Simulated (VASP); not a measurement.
# Ti (C2/m) in VASP: single point with PBE

Aim: the single point of Ti with PBE.

All numbers are computed with VASP 6.6.1; they aren't measurements. Logs are shortened: lines on timing, memory, paths and dates and some standing lists are left out, and cuts for length are marked.

### 1 The cell of the first run

Symmetry: C2/m, No. 12, monoclinic system. The conventional cell has a = 4.959 Å, b = 2.863 Å, c = 4.618 Å, α = 90.00°, β = 90.73°, γ = 90.00°. Within 3.1 Å of Ti (site symmetry m) lie 9 Ti at 2.36 to 2.86 Å.

### 2 Single point, PBE (strained and its atoms moved)

INCAR

```
SYSTEM = Ti
  ALGO = Fast
  EDIFF = 1E-7
  ENCUT = 520
  GGA = PE
  ISIF = 2
  ISMEAR = 0
  LASPH = .TRUE.
  LCHARG = .FALSE.
  LREAL = .FALSE.
  LWAVE = .FALSE.
  NBANDS = 19
  NELM = 60
  PREC = Accurate
  SIGMA = 0.1
```

KPOINTS

```
k-points
0
G
  14 14 8
  0 0 0
```

POSCAR

```
Ti
1.0
    2.8627959236      0.0000000000      0.0000000000
   -1.4313979618      2.4794328298     -0.0159417841
    0.0000000000     -0.0292406400      4.6179124200
Ti
2
Direct
    0.3488670644      0.6977341288      0.3005902979
    0.6511329356      0.3022658712      0.6994097021
```

Potentials or basis: VASP PAW PBE potentials, release 64 (Ti_sv).

The run is started by

```sh
$ cat potpaw_PBE.64/Ti_sv/POTCAR > POTCAR
$ mpirun -np 1 vasp_std > vasp.out
```

OUTCAR:

```text
SYSTEM = Ti
   EDIFF = 1E-7
   ENCUT = 520
   GGA = PE
   ISIF = 2
   ISMEAR = 0
   LASPH = .TRUE.
   LREAL = .FALSE.
   NELM = 60
   PREC = Accurate

 ion  position               nearest neighbor table
   1  0.349  0.698  0.301-   2 2.36   2 2.54   2 2.54
   2  0.651  0.302  0.699-   1 2.36   1 2.54   1 2.54

  LATTYP: Found a base centered monoclinic cell.
 ALAT       =     4.9589681580
 B/A-ratio  =     0.5772966941
 C/A-ratio  =     0.9312431231
 COS(beta)  =    -0.0127610936

  Lattice vectors:

 A1 = (   1.4313979618,   2.4794328298,  -0.0159417841)
 A2 = (  -1.4313979618,   2.4794328298,  -0.0159417841)
 A3 = (   0.0000000000,  -0.0292406400,   4.6179124200)

Analysis of symmetry for initial positions (statically):
=====================================================================
 Subroutine PRICEL returns:
 Original cell was already a primitive cell.

 Routine SETGRP: Setting up the symmetry group for a
 base centered monoclinic supercell.

 Subroutine GETGRP returns: Found  4 space group operations
 (whereof  4 operations were pure point group operations)
 out of a pool of  4 trial point group operations.

The static configuration has the point symmetry C_2h.

Analysis of symmetry for dynamics (positions and initial velocities):
=====================================================================
 Subroutine PRICEL returns:
 Original cell was already a primitive cell.

 Routine SETGRP: Setting up the symmetry group for a
 base centered monoclinic supercell.

 Subroutine GETGRP returns: Found  4 space group operations
 (whereof  4 operations were pure point group operations)
 out of a pool of  4 trial point group operations.

The dynamic configuration has the point symmetry C_2h.

 Subroutine INISYM returns: Found  4 space group operations
 (whereof  4 operations are pure point group operations),
 and found     1 'primitive' translations

----------------------------------------------------------------------------------------

                                     Primitive cell

  volume of cell :      32.7771

  direct lattice vectors                    reciprocal lattice vectors
     2.862795924  0.000000000  0.000000000     0.349308867  0.201667233  0.001276958
    -1.431397962  2.479432830 -0.015941784     0.000000000  0.403334465  0.002553915
     0.000000000 -0.029240640  4.617912420     0.000000000  0.001392376  0.216556882

  length of vectors
     2.862795924  2.862995184  4.618004995     0.403345990  0.403342551  0.216561358

  position of ions in fractional coordinates (direct lattice)
     0.348867064  0.697734129  0.300590298
     0.651132936  0.302265871  0.699409702

  ion indices of the primitive-cell ions
   primitive index   ion index
                 1           1
                 2           2

----------------------------------------------------------------------------------------

 KPOINTS: k-points

Automatic generation of k-mesh.
 Grid dimensions read from file:
 generate k-points for:   14   14    8

 Generating k-lattice:

  Cartesian coordinates                     Fractional coordinates (reciprocal lattice)
     0.024950633  0.014404802  0.000091211     0.071428571 -0.000000000  0.000000000
     0.000000000  0.028809605  0.000182423     0.000000000  0.071428571  0.000000000
     0.000000000  0.000174047  0.027069610     0.000000000  0.000000000  0.125000000

  Length of vectors
     0.028810428  0.028810182  0.027070170

  Shift w.r.t. Gamma in fractional coordinates (k-lattice)
     0.000000000  0.000000000  0.000000000

 Subroutine IBZKPT returns following result:
 ===========================================

 Found    429 irreducible k-points:

 Following reciprocal coordinates:
            Coordinates               Weight
  0.000000  0.000000  0.000000      1.000000
  0.071429  0.000000  0.000000      4.000000
  0.142857  0.000000  0.000000      4.000000
  0.214286  0.000000  0.000000      4.000000
  0.285714 -0.000000  0.000000      4.000000
  0.357143 -0.000000  0.000000      4.000000
[... 16 lines left out ...]
  0.071429  0.142857 -0.000000      4.000000
  0.142857  0.142857  0.000000      4.000000
 [... further k-points ...]
   k-points           NKPTS =    429   k-points in BZ     NKDIM =    429   number of bands    NBANDS=     19
   number of dos      NEDOS =    301   number of ions     NIONS =      2
   total plane-waves  NPLWV =  20736
   dimension x,y,z NGX =    24 NGY =   24 NGZ =   36
   dimension x,y,z NGXF=    48 NGYF=   48 NGZF=   72
   ions per type =               2
   NGX,Y,Z   is equivalent  to a cutoff of  13.94, 13.94, 12.96 a.u.
   NGXF,Y,Z  is equivalent  to a cutoff of  27.87, 27.87, 25.92 a.u.
 SYSTEM =  Ti
   PREC   = accura    normal or accurate (medium, high low for compatibility)
   ISTART =      0    job   : 0-new  1-cont  2-samecut
   ICHARG =      2    charge: 1-file 2-atom 10-const
   ISPIN  =      1    spin polarized calculation?
   LNONCOLLINEAR =      F non collinear calculations
   LSORBIT =      F    spin-orbit coupling
   LASPH  =      T    aspherical Exc in radial PAW
   ENCUT  =  520.0 eV  38.22 Ry    6.18 a.u.   5.32  5.32  8.59*2*pi/ulx,y,z
   NELM   =     60;   NELMIN=  2; NELMDL= -5     # of ELM steps
   EDIFF  = 0.1E-06   stopping-criterion for ELM
   LREAL  =      F    real-space projection
   EDIFFG = 0.1E-05   stopping-criterion for IOM
   NSW    =      0    number of steps for IOM
   IBRION =     -1    ionic relax: 0-MD 1-quasi-New 2-CG
   NFREE  =      0    steps in history (QN), initial steepest desc. (CG)
   ISIF   =      2    stress and relaxation
   ISYM   =      2    0-nonsym 1-usesym 2-fastsym
   POTIM  = 0.5000    time-step for ionic-motion
   TEBEG  =    0.0;   TEEND  =   0.0 temperature during run
   PSTRESS=    0.0 pullay stress
   NELECT =      24.0000    total number of electrons
   NUPDOWN=      -1.0000    fix difference up-down
   EMIN   =  10.00;   EMAX   =-10.00  energy-range for DOS
   EFERMI =   0.00;   METHOD = LEGACY
   ISMEAR =     0;   SIGMA  =   0.10  broadening in eV -4-tet -1-fermi 0-gaus
   EFERMI_NEDOS =   21; number of points for ismear=-14 and -15
   IALGO  =     68    algorithm
   IMIX   =      4    mixing-type and parameters
     AMIX     =   0.40;   BMIX     =  1.00
     AMIX_MAG =   1.60;   BMIX_MAG =  1.00
  volume/ion in A,a.u.               =      16.39       110.60
  Fermi-wavevector in a.u.,A,eV,Ry     =   1.475554  2.788392 29.623400  2.177258
  Thomas-Fermi vector in A             =   2.590189
   LORBIT       =      0    0 simple, 1 ext, 2 COOP (PROOUT), +10 PAW based schemes
   GGA     = PE    functional components
   LHFCALC =     F    Hartree Fock is set to
   AEXX    =    0.0000 exact exchange contribution
   IVDW    =     0    specifies the selected vdW correction
   LEPSILON=     F    determine dielectric tensor
   LRPA    =     F    only Hartree local field effects (RPA)
 non-spin polarized calculation
 RMM-DIIS sequential band-by-band and
 Gauss-broadening in eV      SIGMA  =   0.10
  energy-cutoff  :      520.00
  volume of cell :       32.78
 maximum number of plane-waves:       896
 NGX is ok and might be reduce to    24
   NGX = 11   NGY = 11   NGZ = 17

 number of electron      23.9999995 magnetization

 Free energy of the ion-electron system (eV)
  ---------------------------------------------------
  ext. energy  EPLUGINS =         0.00000000
  ---------------------------------------------------
  free energy    TOTEN  =       -14.88916671 eV

  energy without entropy =      -14.87905177  energy(sigma->0) =      -14.88410924

 E-fermi :   8.8709     XC(G=0): -11.6651

 val. band max:        8.8666353900   @ k =  -0.4286   0.2143   0.1250
 cond. band min:       8.8736342505   @ k =   0.1429   0.1429   0.0000
 fundamental gap:      0.0069988605
 Fermi energy:         8.8708682703

 k-point     1 :       0.0000    0.0000    0.0000
  band No.  band energies     occupation
      1     -47.8955      2.00000
      2     -47.5020      2.00000
      3     -24.6658      2.00000
      4     -23.7860      2.00000
      5     -23.6910      2.00000
      6     -23.5381      2.00000
[... 11 lines left out ...]
     18      11.8064      0.00000
     19      12.4736      0.00000

 k-point     2 :       0.0714    0.0000    0.0000
  band No.  band energies     occupation
      1     -47.8871      2.00000
      2     -47.5008      2.00000
      3     -24.6561      2.00000
      4     -23.8121      2.00000
      5     -23.7282      2.00000
      6     -23.5566      2.00000
[... 11 lines left out ...]
     18      11.5912      0.00000
     19      12.8434      0.00000

 k-point     3 :       0.1429    0.0000    0.0000
  band No.  band energies     occupation
      1     -47.8628      2.00000
      2     -47.4978      2.00000
      3     -24.6300      2.00000
      4     -23.9103      2.00000
      5     -23.7839      2.00000
      6     -23.6119      2.00000
[... 11 lines left out ...]
     18      11.4414      0.00000
     19      13.0094      0.00000

 k-point     4 :       0.2143    0.0000    0.0000
  band No.  band energies     occupation
      1     -47.8265      2.00000
      2     -47.4947      2.00000
      3     -24.5956      2.00000
      4     -24.0597      2.00000
      5     -23.8331      2.00000
      6     -23.6897      2.00000
[... 11 lines left out ...]
     18      11.5591      0.00000
     19      13.1051      0.00000

 k-point     5 :       0.2857   -0.0000    0.0000
  band No.  band energies     occupation
      1     -47.7836      2.00000
      2     -47.4935      2.00000
      3     -24.5651      2.00000
      4     -24.2190      2.00000
      5     -23.8828      2.00000
      6     -23.7588      2.00000
[... 11 lines left out ...]
     18      11.9394      0.00000
     19      13.1643      0.00000
[... 334 lines left out ...]
      2     -47.4976      2.00000
      3     -24.6387      2.00000
      4     -23.8307      2.00000
      5     -23.8170      2.00000
      6     -23.6016      2.00000
[... 11 lines left out ...]
     18      11.4025      0.00000
     19      13.2041      0.00000

 k-point    22 :       0.0000    0.1429    0.0000
  band No.  band energies     occupation
      1     -47.8580      2.00000
      2     -47.5026      2.00000
      3     -24.6279      2.00000
      4     -23.9561      2.00000
      5     -23.7540      2.00000
      6     -23.5503      2.00000
[... 11 lines left out ...]
     18      11.4548      0.00000
     19      12.7594      0.00000

 k-point    23 :       0.0714    0.1429   -0.0000
  band No.  band energies     occupation
      1     -47.8331      2.00000
      2     -47.5029      2.00000
      3     -24.6064      2.00000
      4     -24.0384      2.00000
      5     -23.8074      2.00000
      6     -23.5875      2.00000
[... 11 lines left out ...]
     18      11.5828      0.00000
     19      12.8341      0.00000

 k-point    24 :       0.1429    0.1429    0.0000
  band No.  band energies     occupation
      1     -47.7971      2.00000
      2     -47.5032      2.00000
      3     -24.5806      2.00000
      4     -24.1372      2.00000
      5     -23.8927      2.00000
      6     -23.6379      2.00000
[... 11 lines left out ...]
     18      11.8952      0.00000
     19      12.8753      0.00000

 [... further k-points ...]
[... 5 lines left out ...]
  --------------------------------------------------------------------------------------
  -------------------------------------------------------------------------------------
  Total        2.4152935      4.0461724      4.4253231      0.0000000      0.0819675      0.0000000
  in kB      118.0618931    197.7808390    216.3140975      0.0000000      4.0066532      0.0000000
  external PRESSURE =     177.3856099 kB  Pullay stress =       0.0000000 kB

 VOLUME and BASIS-vectors are now :
 -----------------------------------------------------------------------------
  energy-cutoff  :      520.00
  volume of cell :       32.78
      direct lattice vectors                 reciprocal lattice vectors
     2.862795924  0.000000000  0.000000000     0.349308867  0.201667233  0.001276958
    -1.431397962  2.479432830 -0.015941784     0.000000000  0.403334465  0.002553915
     0.000000000 -0.029240640  4.617912420     0.000000000  0.001392376  0.216556882

 POSITION                                       TOTAL-FORCE (eV/Angst)
 -----------------------------------------------------------------------------------
     -0.00000      1.72120      1.37698         0.000000     -0.026008     -3.761565
      1.43140      0.72900      3.22499         0.000000      0.026008      3.761565
 -----------------------------------------------------------------------------------
    total drift:                                0.000000     -0.000000      0.000000

  FREE ENERGIE OF THE ION-ELECTRON SYSTEM (eV)
  ---------------------------------------------------
  free  energy   TOTEN  =       -14.8891667092 eV

  energy  without entropy=      -14.8790517731  energy(sigma->0) =      -14.88410924
```

Run time: 9.8 min. Hardware: 1 thread of Intel Xeon 6975P-C, shared host; peak memory 0.33 GiB.

Results:

```yaml
Free_energy: -14.8892 eV
Pressure: 17.7 GPa
Largest_force: 3.762 eV/Å
Band_gap_on_the_k_mesh: zero (band 12 reaches 9.34 eV, above the bottom of band 13 at 8.60 eV)
```

Forces on the atoms (eV/Å):
```
Ti   0.000 -0.026 -3.762
Ti   0.000  0.026  3.762
```

Caveat: the cell differs from its parent crystal (strained and its atoms moved); forces of over 1 eV/Å act on the atoms, so gaps and moduli don't describe the material at rest.
